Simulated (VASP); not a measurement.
# Ta4F in VASP: a series of runs

Runs on Ta4F. Level: LDA. Tasks: relaxation of the atoms.

Everything below comes from runs of VASP 6.6.1. Logs are shortened: lines on timing, memory, paths and dates and some standing lists are left out, and cuts for length are marked.

## 1. The cell of the first run

The cell holds a slab with vacuum, 5 atoms: a = 3.253 Å, b = 3.253 Å, c = 20.213 Å, α = 90.00°, β = 90.00°, γ = 90.00°.

## 2. Relaxation of the atoms, LDA

INCAR reads:

```
SYSTEM = Ta4F
PREC = Accurate
ENCUT = 520
EDIFF = 1E-7
ISMEAR = 0
SIGMA = 0.1
LREAL = .False.
LASPH = .True.
NELM = 80
ALGO = Fast
ISIF = 2
LWAVE = .False.
LCHARG = .False.
LDIPOL = .True.
IDIPOL = 3
DIPOL = 0.5 0.5 0.351
IBRION = 2
NSW = 36
EDIFFG = -0.025
```

KPOINTS reads:

```
regular mesh
0
Gamma
  8 8 1
  0 0 0
```

POSCAR reads:

```
Ta4F
1.0
    3.2528501167      0.0000000000      0.0000000000
    0.0000000000      3.2528501167      0.0000000000
    0.0000000000      0.0000000000     20.2133955742
Ta F
4 1
Selective dynamics
Direct
    0.5000000000      0.5000000000      0.1978885727  F F F
    0.0000000000      0.0000000000      0.2783513061  F F F
    0.5000000000      0.5000000000      0.3580225065  F F F
    0.0000000000      0.0000000000      0.4310703534  F F F
    0.2500000000      0.5000000000      0.4890825335  F F T
```

Potentials or basis: VASP PAW LDA potentials, release 64 (Ta_pv, F).

Started as:

```sh
$ cat potpaw_LDA.64/Ta_pv/POTCAR potpaw_LDA.64/F/POTCAR > POTCAR
$ mpirun -np 1 vasp_std > vasp.out
```

OUTCAR:

```text
SYSTEM = Ta4F
   PREC = Accurate
   ENCUT = 520
   EDIFF = 1E-7
   ISMEAR = 0
   LREAL = .False.
   LASPH = .True.
   NELM = 80
   ISIF = 2
   IBRION = 2
   NSW = 36
   EDIFFG = -0.025

 ion  position               nearest neighbor table
   1  0.500  0.500  0.198-   2 2.82   2 2.82   2 2.82   2 2.82   3 3.24
   2  0.000  0.000  0.278-   3 2.81   3 2.81   3 2.81   3 2.81   1 2.82   1 2.82   1 2.82   1 2.82
                             4 3.09
   3  0.500  0.500  0.358-   4 2.73   4 2.73   4 2.73   4 2.73   2 2.81   2 2.81   2 2.81   2 2.81
                             1 3.24
   4  0.000  0.000  0.431-   5 2.16   5 2.16   3 2.73   3 2.73   3 2.73   3 2.73   2 3.09
   5  0.250  0.500  0.489-   4 2.16   4 2.16

  LATTYP: Found a simple tetragonal cell.
 ALAT       =     3.2528501167
 C/A-ratio  =     6.2140568575

  Lattice vectors:

 A1 = (   3.2528501167,   0.0000000000,   0.0000000000)
 A2 = (   0.0000000000,   3.2528501167,   0.0000000000)
 A3 = (   0.0000000000,   0.0000000000,  20.2133955742)

Analysis of symmetry for initial positions (statically):
=====================================================================
 Subroutine PRICEL returns:
 Original cell was already a primitive cell.

 Routine SETGRP: Setting up the symmetry group for a
 simple tetragonal supercell.

 Subroutine GETGRP returns: Found  2 space group operations
 (whereof  2 operations were pure point group operations)
 out of a pool of 16 trial point group operations.

The static configuration has the point symmetry C_1h.

Analysis of symmetry for dynamics (positions and initial velocities):
=====================================================================
 Subroutine PRICEL returns:
 Original cell was already a primitive cell.

 Routine SETGRP: Setting up the symmetry group for a
 simple tetragonal supercell.

 Subroutine GETGRP returns: Found  2 space group operations
 (whereof  2 operations were pure point group operations)
 out of a pool of 16 trial point group operations.

The dynamic configuration has the point symmetry C_1h.

Analysis of constrained symmetry for selective dynamics:
=====================================================================
 Subroutine PRICEL returns:
 Original cell was already a primitive cell.

 Routine SETGRP: Setting up the symmetry group for a
 simple tetragonal supercell.

 Subroutine GETGRP returns: Found  2 space group operations
 (whereof  2 operations were pure point group operations)
 out of a pool of 16 trial point group operations.

The constrained configuration has the point symmetry C_1h.

 Subroutine INISYM returns: Found  2 space group operations
 (whereof  2 operations are pure point group operations),
 and found     1 'primitive' translations

----------------------------------------------------------------------------------------

                                     Primitive cell

  volume of cell :     213.8786

  direct lattice vectors                    reciprocal lattice vectors
     3.252850117  0.000000000  0.000000000     0.307422711  0.000000000  0.000000000
     0.000000000  3.252850117  0.000000000     0.000000000  0.307422711  0.000000000
     0.000000000  0.000000000 20.213395574     0.000000000  0.000000000  0.049472143

  length of vectors
     3.252850117  3.252850117 20.213395574     0.307422711  0.307422711  0.049472143

  position of ions in fractional coordinates (direct lattice)
     0.500000000  0.500000000  0.197888573
     0.000000000  0.000000000  0.278351306
     0.500000000  0.500000000  0.358022506
     0.000000000  0.000000000  0.431070353
     0.250000000  0.500000000  0.489082534

  ion indices of the primitive-cell ions
   primitive index   ion index
                 1           1
                 2           2
                 3           3
                 4           4
                 5           5

----------------------------------------------------------------------------------------

 KPOINTS: regular mesh

Automatic generation of k-mesh.
 Grid dimensions read from file:
 generate k-points for:    8    8    1

 Generating k-lattice:

  Cartesian coordinates                     Fractional coordinates (reciprocal lattice)
     0.038427839  0.000000000  0.000000000     0.125000000  0.000000000  0.000000000
     0.000000000  0.038427839  0.000000000     0.000000000  0.125000000  0.000000000
     0.000000000  0.000000000  0.049472143     0.000000000  0.000000000  1.000000000

  Length of vectors
     0.038427839  0.038427839  0.049472143

  Shift w.r.t. Gamma in fractional coordinates (k-lattice)
     0.000000000  0.000000000  0.000000000

 Subroutine IBZKPT returns following result:
 ===========================================

 Found     25 irreducible k-points:

 Following reciprocal coordinates:
            Coordinates               Weight
  0.000000  0.000000  0.000000      1.000000
  0.125000  0.000000  0.000000      2.000000
  0.000000  0.125000  0.000000      2.000000
  0.250000  0.000000  0.000000      2.000000
  0.000000  0.250000  0.000000      2.000000
  0.375000  0.000000  0.000000      2.000000
[... 16 lines left out ...]
  0.500000  0.375000  0.000000      2.000000
 -0.375000  0.500000  0.000000      2.000000
   k-points           NKPTS =     25   k-points in BZ     NKDIM =     25   number of bands    NBANDS=     30
   number of dos      NEDOS =    301   number of ions     NIONS =      5
   total plane-waves  NPLWV =  86400
   dimension x,y,z NGX =    24 NGY =   24 NGZ =  150
   dimension x,y,z NGXF=    48 NGYF=   48 NGZF=  300
   ions per type =               4   1
   NGX,Y,Z   is equivalent  to a cutoff of  12.27, 12.27, 12.34 a.u.
   NGXF,Y,Z  is equivalent  to a cutoff of  24.53, 24.53, 24.67 a.u.
 SYSTEM =  Ta4F
   PREC   = accura    normal or accurate (medium, high low for compatibility)
   ISTART =      0    job   : 0-new  1-cont  2-samecut
   ICHARG =      2    charge: 1-file 2-atom 10-const
   ISPIN  =      1    spin polarized calculation?
   LNONCOLLINEAR =      F non collinear calculations
   LSORBIT =      F    spin-orbit coupling
   LASPH  =      T    aspherical Exc in radial PAW
   ENCUT  =  520.0 eV  38.22 Ry    6.18 a.u.   6.05  6.05 37.58*2*pi/ulx,y,z
   NELM   =     80;   NELMIN=  2; NELMDL= -5     # of ELM steps
   EDIFF  = 0.1E-06   stopping-criterion for ELM
   LREAL  =      F    real-space projection
   EDIFFG = -.3E-01   stopping-criterion for IOM
   NSW    =     36    number of steps for IOM
   IBRION =      2    ionic relax: 0-MD 1-quasi-New 2-CG
   NFREE  =      1    steps in history (QN), initial steepest desc. (CG)
   ISIF   =      2    stress and relaxation
   ISYM   =      2    0-nonsym 1-usesym 2-fastsym
   POTIM  = 0.5000    time-step for ionic-motion
   TEBEG  =    0.0;   TEEND  =   0.0 temperature during run
   PSTRESS=    0.0 pullay stress
   NELECT =      51.0000    total number of electrons
   NUPDOWN=      -1.0000    fix difference up-down
   EMIN   =  10.00;   EMAX   =-10.00  energy-range for DOS
   EFERMI =   0.00;   METHOD = LEGACY
   ISMEAR =     0;   SIGMA  =   0.10  broadening in eV -4-tet -1-fermi 0-gaus
   EFERMI_NEDOS =   21; number of points for ismear=-14 and -15
   IALGO  =     68    algorithm
   IMIX   =      4    mixing-type and parameters
     AMIX     =   0.40;   BMIX     =  1.00
     AMIX_MAG =   1.60;   BMIX_MAG =  1.00
  volume/ion in A,a.u.               =      42.78       288.66
  Fermi-wavevector in a.u.,A,eV,Ry     =   1.015179  1.918409 14.021994  1.030587
  Thomas-Fermi vector in A             =   2.148449
   LORBIT       =      0    0 simple, 1 ext, 2 COOP (PROOUT), +10 PAW based schemes
   GGA     = CA    functional components
   LHFCALC =     F    Hartree Fock is set to
   AEXX    =    0.0000 exact exchange contribution
   IVDW    =     0    specifies the selected vdW correction
   LEPSILON=     F    determine dielectric tensor
   LRPA    =     F    only Hartree local field effects (RPA)
 conjugate gradient relaxation of ions
 non-spin polarized calculation
 RMM-DIIS sequential band-by-band and
 Gauss-broadening in eV      SIGMA  =   0.10
  energy-cutoff  :      520.00
  volume of cell :      213.88
 maximum number of plane-waves:      5812
   NGX = 13   NGY = 13   NGZ = 75

 dipolmoment           0.000000      0.000000     -0.000206 electrons x Angstroem

--------------------------------------- Ionic step        1  -------------------------------------------

 number of electron      51.0000004 magnetization

 Free energy of the ion-electron system (eV)
  ---------------------------------------------------
  ext. energy  EPLUGINS =         0.00000000
  ---------------------------------------------------
  free energy    TOTEN  =       -53.55174509 eV

  energy without entropy =      -53.52469042  energy(sigma->0) =      -53.53821775

------------------------ aborting loop because EDIFF is reached ----------------------------------------

 vacuum level on the upper side and lower side of the slab       (xc-potential included)        -0.099        -0.217

  FORCE on cell =-STRESS in cart. coord.  units (eV):
  Direction    XX          YY          ZZ          XY          YZ          ZX
  --------------------------------------------------------------------------------------
  -------------------------------------------------------------------------------------
  Total       -1.9023061     -4.7779948      1.1869462      0.0000000      0.0000000     -0.6872237
  in kB      -14.2502870    -35.7922395      8.8914834      0.0000000      0.0000000     -5.1480329
  external PRESSURE =     -13.7170144 kB  Pullay stress =       0.0000000 kB
[... 65 lines left out ...]
--------------------------------------- Ionic step        3  -------------------------------------------

 number of electron      51.0000007 magnetization

 dipolmoment           0.000000      0.000000      0.045358 electrons x Angstroem

 Free energy of the ion-electron system (eV)
  ---------------------------------------------------
  ext. energy  EPLUGINS =         0.00000000
  ---------------------------------------------------
  free energy    TOTEN  =       -53.60911618 eV

  energy without entropy =      -53.58155140  energy(sigma->0) =      -53.59533379

 E-fermi :  -0.7099     XC(G=0):  -5.6350

 val. band max:       -0.7127208002   @ k =   0.5000   0.1250   0.0000
 cond. band min:      -0.7020858309   @ k =   0.0000   0.1250   0.0000
 fundamental gap:      0.0106349692
 Fermi energy:        -0.7099294624

 k-point     1 :       0.0000    0.0000    0.0000
  band No.  band energies     occupation
      1     -35.4529      2.00000
      2     -35.3984      2.00000
      3     -35.2782      2.00000
      4     -35.2736      2.00000
      5     -35.2183      2.00000
      6     -35.2137      2.00000
[... 781 lines left out ...]
     29       1.1719      0.00000
     30       1.6961      0.00000

 [... further k-points ...]

------------------------ aborting loop because EDIFF is reached ----------------------------------------

 vacuum level on the upper side and lower side of the slab       (xc-potential included)         0.370        -0.385

  FORCE on cell =-STRESS in cart. coord.  units (eV):
  Direction    XX          YY          ZZ          XY          YZ          ZX
  --------------------------------------------------------------------------------------
  -------------------------------------------------------------------------------------
  Total       -2.7967830     -6.1240976      0.2200332      0.0000000      0.0000000     -1.1237563
  in kB      -20.9508658    -45.8759751      1.6482813      0.0000000      0.0000000     -8.4181247
  external PRESSURE =     -21.7261865 kB  Pullay stress =       0.0000000 kB
[... 20 lines left out ...]
  FREE ENERGIE OF THE ION-ELECTRON SYSTEM (eV)
  ---------------------------------------------------
  free  energy   TOTEN  =       -53.6091161840 eV

  energy  without entropy=      -53.5815514031  energy(sigma->0) =      -53.59533379

 reached required accuracy - stopping structural energy minimisation

 vacuum level on the upper side and lower side of the slab         4.351         3.536
```

Wall time 11 min (1 thread of Oxide Virtual Turin-like, shared host); peak memory 0.27 GiB.

What came out:

- Free energy: -53.6091 eV
- Energy gained by relaxing: 11.5 meV/atom
- Ionic steps: 3
- Band gap on the k mesh: zero (an odd number of electrons rules out a gap without spin polarisation)

Step by step:
```
step  energy change (eV)  largest force on free atoms (eV/Å)  pressure (GPa)
   1              0.0000                              0.9621           -1.37
   2             -0.0359                              0.5859           -1.70
   3             -0.0574                              0.0111           -2.17
```

Final structure:
```xyz
5
Lattice="3.2529 0.0000 0.0000 0.0000 3.2529 0.0000 0.0000 0.0000 20.2134" Properties=species:S:1:pos:R:3 pbc="T T T"
Ta    1.6264    1.6264    4.0000
Ta    0.0000    0.0000    5.6264
Ta    1.6264    1.6264    7.2369
Ta    0.0000    0.0000    8.7134
F     0.8132    1.6264   10.0047
```

Levels at points of the mesh, in eV from the Fermi level:
```
           k point  band 23  band 24  band 25  band 26  band 27  band 28
(0.00, 0.00, 0.00)    -0.13     0.03     0.32     0.32     0.41     0.52
(0.50, 0.00, 0.00)    -1.48    -1.11    -0.04     0.03     0.35     1.10
(0.00, 0.50, 0.00)    -1.49    -1.13    -0.02    -0.02     0.14     1.03
(0.50, 0.50, 0.00)    -1.62    -0.96    -0.44    -0.29     2.01     2.28
```

Caveat: spin-orbit coupling is left out, which moves the levels of the heavy elements; an odd number of electrons without spin polarisation forces a metal; a magnetic or distorted state may lie lower.

## 3. Relaxation of the atoms, LDA

INCAR reads:

```
SYSTEM = Ta4F
PREC     = Accurate       ! precision mode
ENCUT    = 520            ! plane-wave cutoff, eV
EDIFF    = 1E-7           ! SCF threshold, eV
ISMEAR   = 0              ! smearing method
SIGMA    = 0.1            ! smearing width, eV
LREAL    = .FALSE.        ! projectors in reciprocal space
LASPH    = .TRUE.         ! aspherical terms in the spheres
NELM     = 60             ! most SCF steps
ALGO     = Fast           ! electronic algorithm
ISIF     = 2              ! what is computed and relaxed
LWAVE    = .FALSE.        ! write WAVECAR
LCHARG   = .FALSE.        ! write CHGCAR
LDIPOL   = .TRUE.       
IDIPOL   = 3            
DIPOL    = 0.5 0.5 0.356
GGA      = CA             ! functional
IBRION   = 2              ! ionic algorithm
NSW      = 36             ! ionic steps
EDIFFG   = -0.025         ! ionic threshold
```

KPOINTS reads:

```
Automatic mesh
0
G
  8 8 1
  0 0 0
```

Changes to POSCAR since step 2:

```diff
@@ -13,2 +13,2 @@
     0.0000000000      0.0000000000      0.4310703534  F F F
-    0.2500000000      0.5000000000      0.4890825335  F F T
+    0.0000000000      0.2500000000      0.5144479300  F F T
```

Potentials or basis: VASP PAW LDA potentials, release 64 (Ta_pv, F).

Started as:

```sh
$ cat potpaw_LDA.64/Ta_pv/POTCAR potpaw_LDA.64/F/POTCAR > POTCAR
$ mpirun -np 1 vasp_std > vasp.out
```

It took 15 min on 1 thread of Oxide Virtual Turin-like, shared host; peak memory 0.28 GiB.

Results (log left out):

```
Free energy               : -53.9162 eV
Energy gained by relaxing : 1.3 meV/atom
Ionic steps               : 3
Band gap on the k mesh    : zero (an odd number of electrons rules out a gap without spin polarisation)
```

The path:
```tsv
step	energy change (eV)	largest force on free atoms (eV/Å)	pressure (GPa)
1	0.0000	0.5715	-0.88
2	-0.0062	0.1083	-1.26
3	-0.0065	0.0000	-1.20
```

Final structure:
```
CELL_PARAMETERS angstrom
3.25285 0.00000 0.00000
0.00000 3.25285 0.00000
0.00000 0.00000 20.21340
ATOMIC_POSITIONS crystal
Ta 0.50000 0.50000 0.19789
Ta 0.00000 0.00000 0.27835
Ta 0.50000 0.50000 0.35802
Ta 0.00000 0.00000 0.43107
F 0.00000 0.25000 0.51558
```

Levels at points of the mesh, in eV from the Fermi level:
```
           k point  band 23  band 24  band 25  band 26  band 27  band 28  band 29  band 30
(0.00, 0.00, 0.00)    -0.13    -0.03     0.38     0.38     0.50     0.77     0.79     1.71
(0.50, 0.00, 0.00)    -1.27    -1.20     0.09     0.13     0.33     0.86     1.18     1.77
(0.00, 0.50, 0.00)    -1.31    -1.13     0.11     0.23     0.25     1.01     1.13     2.02
(0.50, 0.50, 0.00)    -1.45    -1.39    -0.33    -0.14     2.15     2.26     2.55     3.26
```

Caveat: spin-orbit coupling is left out, which moves the levels of the heavy elements; an odd number of electrons without spin polarisation forces a metal; a magnetic or distorted state may lie lower.

The gap in the log of VASP goes by the Fermi energy; the results here count the filled bands.